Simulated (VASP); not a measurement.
# CdS (Fm-3m) in VASP: settings compared, part 3 of 3

VASP 6.6.1.

### Step 6. Single point, r2SCAN (volume changed by +6%)

Input file POSCAR:

```
CdS
1.0
    0.0000000000      2.7802563296      2.7802563296
    2.7802563296      0.0000000000      2.7802563296
    2.7802563296      2.7802563296      0.0000000000
Cd S
1 1
Direct
    0.0000000000      0.0000000000      0.0000000000
    0.5000000000      0.5000000000      0.5000000000
```

Input file INCAR.step1:

```
SYSTEM = CdS
PREC = Accurate
ENCUT = 520
ISMEAR = 0
SIGMA = 0.01
LREAL = .False.
LASPH = .True.
NELM = 80
NBANDS = 16
GGA = PE
ALGO = Normal
EDIFF = 1E-4
LWAVE = .True.
LCHARG = .False.
```

Input file INCAR.step2:

```
SYSTEM = CdS
PREC = Accurate
ENCUT = 520
EDIFF = 1E-6
ISMEAR = 0
SIGMA = 0.01
LREAL = .False.
LASPH = .True.
NELM = 80
ALGO = Normal
ISIF = 2
LWAVE = .False.
LCHARG = .False.
METAGGA = R2SCAN
LMIXTAU = .True.
NBANDS = 16
ISTART = 1
```

Input file KPOINTS:

```
Automatic mesh
0
Gamma
  6 6 6
  0 0 0
```

Potentials or basis: VASP PAW PBE potentials, release 64 (Cd, S).

Run with:

```sh
cat potpaw_PBE.64/Cd/POTCAR potpaw_PBE.64/S/POTCAR > POTCAR
cp INCAR.step1 INCAR
mpirun -np 1 vasp_std > vasp.out
cp INCAR.step2 INCAR
mpirun -np 1 vasp_std > vasp.out
```

OUTCAR:

```text
SYSTEM = CdS
   PREC = Accurate
   ENCUT = 520
   EDIFF = 1E-6
   ISMEAR = 0
   LREAL = .False.
   LASPH = .True.
   NELM = 80
   ISIF = 2
   METAGGA = R2SCAN
   ISTART = 1

 ion  position               nearest neighbor table
   1  0.000  0.000  0.000-   2 2.78   2 2.78   2 2.78   2 2.78   2 2.78   2 2.78
   2  0.500  0.500  0.500-   1 2.78   1 2.78   1 2.78   1 2.78   1 2.78   1 2.78

  LATTYP: Found a face centered cubic cell.
 ALAT       =     5.5605126592

  Lattice vectors:

 A1 = (   0.0000000000,   2.7802563296,   2.7802563296)
 A2 = (   2.7802563296,   0.0000000000,   2.7802563296)
 A3 = (   2.7802563296,   2.7802563296,   0.0000000000)

Analysis of symmetry for initial positions (statically):
=====================================================================
 Subroutine PRICEL returns:
 Original cell was already a primitive cell.

 Routine SETGRP: Setting up the symmetry group for a
 face centered cubic supercell.

 Subroutine GETGRP returns: Found 48 space group operations
 (whereof 48 operations were pure point group operations)
 out of a pool of 48 trial point group operations.

The static configuration has the point symmetry O_h .

Analysis of symmetry for dynamics (positions and initial velocities):
=====================================================================
 Subroutine PRICEL returns:
 Original cell was already a primitive cell.

 Routine SETGRP: Setting up the symmetry group for a
 face centered cubic supercell.

 Subroutine GETGRP returns: Found 48 space group operations
 (whereof 48 operations were pure point group operations)
 out of a pool of 48 trial point group operations.

The dynamic configuration has the point symmetry O_h .

 Subroutine INISYM returns: Found 48 space group operations
 (whereof 48 operations are pure point group operations),
 and found     1 'primitive' translations

----------------------------------------------------------------------------------------

                                     Primitive cell

  volume of cell :      42.9818

  direct lattice vectors                    reciprocal lattice vectors
     0.000000000  2.780256330  2.780256330    -0.179839533  0.179839533  0.179839533
     2.780256330  0.000000000  2.780256330     0.179839533 -0.179839533  0.179839533
     2.780256330  2.780256330  0.000000000     0.179839533  0.179839533 -0.179839533

  length of vectors
     3.931876208  3.931876208  3.931876208     0.311491208  0.311491208  0.311491208

  position of ions in fractional coordinates (direct lattice)
[... 8 lines left out ...]
----------------------------------------------------------------------------------------

 KPOINTS: Automatic mesh

Automatic generation of k-mesh.
 Grid dimensions read from file:
 generate k-points for:    6    6    6

 Generating k-lattice:

  Cartesian coordinates                     Fractional coordinates (reciprocal lattice)
    -0.029973256  0.029973256  0.029973256     0.166666667  0.000000000  0.000000000
     0.029973256 -0.029973256  0.029973256     0.000000000  0.166666667  0.000000000
     0.029973256  0.029973256 -0.029973256     0.000000000  0.000000000  0.166666667

  Length of vectors
     0.051915201  0.051915201  0.051915201

  Shift w.r.t. Gamma in fractional coordinates (k-lattice)
     0.000000000  0.000000000  0.000000000

 Subroutine IBZKPT returns following result:
 ===========================================

 Found     16 irreducible k-points:

 Following reciprocal coordinates:
            Coordinates               Weight
  0.000000  0.000000  0.000000      1.000000
  0.166667  0.000000  0.000000      8.000000
  0.333333  0.000000  0.000000      8.000000
  0.500000  0.000000  0.000000      4.000000
  0.166667  0.166667  0.000000      6.000000
  0.333333  0.166667  0.000000     24.000000
[... 8 lines left out ...]
 -0.333333  0.333333  0.166667     24.000000
 -0.333333  0.500000  0.166667     12.000000
   k-points           NKPTS =     16   k-points in BZ     NKDIM =     16   number of bands    NBANDS=     16
   number of dos      NEDOS =    301   number of ions     NIONS =      2
   total plane-waves  NPLWV =  27000
   dimension x,y,z NGX =    30 NGY =   30 NGZ =   30
   dimension x,y,z NGXF=    60 NGYF=   60 NGZF=   60
   ions per type =               1   1
   NGX,Y,Z   is equivalent  to a cutoff of  12.68, 12.68, 12.68 a.u.
   NGXF,Y,Z  is equivalent  to a cutoff of  25.37, 25.37, 25.37 a.u.
 SYSTEM =  CdS
   PREC   = accura    normal or accurate (medium, high low for compatibility)
   ISTART =      1    job   : 0-new  1-cont  2-samecut
   ICHARG =      0    charge: 1-file 2-atom 10-const
   ISPIN  =      1    spin polarized calculation?
   LNONCOLLINEAR =      F non collinear calculations
   LSORBIT =      F    spin-orbit coupling
   LASPH  =      T    aspherical Exc in radial PAW
   ENCUT  =  520.0 eV  38.22 Ry    6.18 a.u.   7.31  7.31  7.31*2*pi/ulx,y,z
   NELM   =     80;   NELMIN=  2; NELMDL=  0     # of ELM steps
   EDIFF  = 0.1E-05   stopping-criterion for ELM
   LREAL  =      F    real-space projection
   EDIFFG = 0.1E-04   stopping-criterion for IOM
   NSW    =      0    number of steps for IOM
   IBRION =     -1    ionic relax: 0-MD 1-quasi-New 2-CG
   NFREE  =      0    steps in history (QN), initial steepest desc. (CG)
   ISIF   =      2    stress and relaxation
   ISYM   =      2    0-nonsym 1-usesym 2-fastsym
   POTIM  = 0.5000    time-step for ionic-motion
   TEBEG  =    0.0;   TEEND  =   0.0 temperature during run
   PSTRESS=    0.0 pullay stress
   NELECT =      18.0000    total number of electrons
   NUPDOWN=      -1.0000    fix difference up-down
   EMIN   =  10.00;   EMAX   =-10.00  energy-range for DOS
   EFERMI =   0.00;   METHOD = LEGACY
   ISMEAR =     0;   SIGMA  =   0.01  broadening in eV -4-tet -1-fermi 0-gaus
   EFERMI_NEDOS =   21; number of points for ismear=-14 and -15
   IALGO  =     38    algorithm
   IMIX   =      4    mixing-type and parameters
     AMIX     =   0.40;   BMIX     =  1.00
     AMIX_MAG =   1.60;   BMIX_MAG =  1.00
  volume/ion in A,a.u.               =      21.49       145.03
  Fermi-wavevector in a.u.,A,eV,Ry     =   1.224816  2.314567 20.411108  1.500174
  Thomas-Fermi vector in A             =   2.359877
   LORBIT       =      0    0 simple, 1 ext, 2 COOP (PROOUT), +10 PAW based schemes
   METAGGA = R2SCAN    functional components
   LHFCALC =     F    Hartree Fock is set to
   AEXX    =    0.0000 exact exchange contribution
   IVDW    =     0    specifies the selected vdW correction
   LEPSILON=     F    determine dielectric tensor
   LRPA    =     F    only Hartree local field effects (RPA)
 non-spin polarized calculation
 Gauss-broadening in eV      SIGMA  =   0.01
  energy-cutoff  :      520.00
  volume of cell :       42.98
 maximum number of plane-waves:      1173
 NGX is ok and might be reduce to    30
   NGX = 15   NGY = 15   NGZ = 15

 number of electron      18.0000001 magnetization

 Free energy of the ion-electron system (eV)
  ---------------------------------------------------
  ext. energy  EPLUGINS =         0.00000000
  ---------------------------------------------------
  free energy    TOTEN  =       -29.49319400 eV

  energy without entropy =      -29.49319400  energy(sigma->0) =      -29.49319400

 E-fermi :   2.2519     XC(G=0): -10.6961

 val. band max:        2.1898753525   @ k =   0.5000   0.0000   0.0000
 cond. band min:       2.9154006591   @ k =   0.5000   0.5000   0.0000
 fundamental gap:      0.7255253067
 Fermi energy:         2.2518917693

 k-point     1 :       0.0000    0.0000    0.0000
  band No.  band energies     occupation
      1     -10.7440      2.00000
      2      -5.5724      2.00000
      3      -5.5724      2.00000
      4      -5.5724      2.00000
      5      -5.5698      2.00000
      6      -5.5698      2.00000
[... 8 lines left out ...]
     15      14.1680      0.00000
     16      14.1681      0.00000
[... 267 lines left out ...]
 k-point    16 :      -0.3333    0.5000    0.1667
  band No.  band energies     occupation
      1      -9.8280      2.00000
      2      -5.6392      2.00000
      3      -5.6312      2.00000
      4      -5.4667      2.00000
      5      -5.3438      2.00000
      6      -4.8559      2.00000
[... 8 lines left out ...]
     15      16.5684      0.00000
     16      17.4103      0.00000

------------------------ aborting loop because EDIFF is reached ----------------------------------------

  FORCE on cell =-STRESS in cart. coord.  units (eV):
  Direction    XX          YY          ZZ          XY          YZ          ZX
  --------------------------------------------------------------------------------------
  -------------------------------------------------------------------------------------
  Total       -1.0236353     -1.0236353     -1.0236353      0.0000000      0.0000000     -0.0000000
  in kB      -38.1567458    -38.1567458    -38.1567458      0.0000000      0.0000000     -0.0000000
  external PRESSURE =     -38.1567458 kB  Pullay stress =       0.0000000 kB

 VOLUME and BASIS-vectors are now :
 -----------------------------------------------------------------------------
  energy-cutoff  :      520.00
  volume of cell :       42.98
      direct lattice vectors                 reciprocal lattice vectors
     0.000000000  2.780256330  2.780256330    -0.179839533  0.179839533  0.179839533
     2.780256330  0.000000000  2.780256330     0.179839533 -0.179839533  0.179839533
     2.780256330  2.780256330  0.000000000     0.179839533  0.179839533 -0.179839533

 POSITION                                       TOTAL-FORCE (eV/Angst)
 -----------------------------------------------------------------------------------
      0.00000      0.00000      0.00000         0.000000      0.000000      0.000000
      2.78026      2.78026      2.78026         0.000000     -0.000000      0.000000
 -----------------------------------------------------------------------------------
    total drift:                               -0.000000      0.000000      0.000000

  FREE ENERGIE OF THE ION-ELECTRON SYSTEM (eV)
  ---------------------------------------------------
  free  energy   TOTEN  =       -29.4931939986 eV

  energy  without entropy=      -29.4931939986  energy(sigma->0) =      -29.49319400
```

OUTCAR.step1:

```text
SYSTEM = CdS
   PREC = Accurate
   ENCUT = 520
   ISMEAR = 0
   LREAL = .False.
   LASPH = .True.
[... 515 lines left out ...]
      0.00000      0.00000      0.00000        -0.000000      0.000000     -0.000000
      2.78026      2.78026      2.78026         0.000000     -0.000000      0.000000
 -----------------------------------------------------------------------------------
    total drift:                               -0.000000      0.000000      0.000000

  FREE ENERGIE OF THE ION-ELECTRON SYSTEM (eV)
  ---------------------------------------------------
  free  energy   TOTEN  =        -5.8624490637 eV

  energy  without entropy=       -5.8624490637  energy(sigma->0) =       -5.86244906
```

OSZICAR.step1:

```text
N       E                     dE             d eps       ncg     rms          rms(c)
DAV:   1     0.104551944067E+03    0.10455E+03   -0.92533E+03   544   0.104E+03
DAV:   2    -0.264960466181E+01   -0.10720E+03   -0.99268E+02   616   0.256E+02
DAV:   3    -0.644177618896E+01   -0.37922E+01   -0.37845E+01   616   0.489E+01
DAV:   4    -0.646048387656E+01   -0.18708E-01   -0.18705E-01   648   0.350E+00
DAV:   5    -0.646066626975E+01   -0.18239E-03   -0.18239E-03   600   0.331E-01    0.670E+00
DAV:   6    -0.588837628322E+01    0.57229E+00   -0.91206E-01   704   0.112E+01    0.575E+00
DAV:   7    -0.586379255634E+01    0.24584E-01   -0.15706E-01   592   0.285E+00    0.305E+00
DAV:   8    -0.586252669893E+01    0.12659E-02   -0.16327E-02   616   0.154E+00    0.256E-01
DAV:   9    -0.586238498907E+01    0.14171E-03   -0.12578E-03   592   0.474E-01    0.591E-02
DAV:  10    -0.586244906371E+01   -0.64075E-04   -0.17866E-04   504   0.129E-01
   1 F= -.58624491E+01 E0= -.58624491E+01  d E =-.210030E-61
```

Run time: 35 s. Hardware: 1 thread of Intel Xeon Platinum 8559C (Emerald Rapids), shared host; peak memory 0.17 GiB.

What came out:

```
Free energy            : -29.4932 eV
Pressure               : -3.8 GPa
Band gap on the k mesh : 0.73 eV, indirect (least direct gap 1.95 eV)
```

Caveat: the PAW data sets were made with another functional, which shifts forces and pressure a little. A k mesh can miss the band edges.

### Step 7. Summary

```tsv
level	cell	k mesh	gap on the mesh (eV)	pressure (GPa)
r2SCAN	a = 3.817 Å, angles 60.0°, 2 atoms	6 × 6 × 6	0.73	3.3
r2SCAN	a = 3.856 Å, angles 60.0°, 2 atoms	6 × 6 × 6	0.73	0.5
r2SCAN	a = 3.894 Å, angles 60.0°, 2 atoms	6 × 6 × 6	0.73	-1.8
PBE	a = 3.856 Å, angles 60.0°, 2 atoms	8 × 8 × 8	0.25	2.1
r2SCAN	a = 3.932 Å, angles 60.0°, 2 atoms	6 × 6 × 6	0.73	-3.8
```

Alike in all rows: task single point; potentials or basis VASP PAW PBE potentials, release 64 (Cd, S); no spin polarisation; cutoff (eV) 520; smearing gaussian 0.01 eV.

Caveats: the PAW data sets were made with another functional, which shifts forces and pressure a little (some runs).

Absolute energies hang on the potentials; compare differences alone.
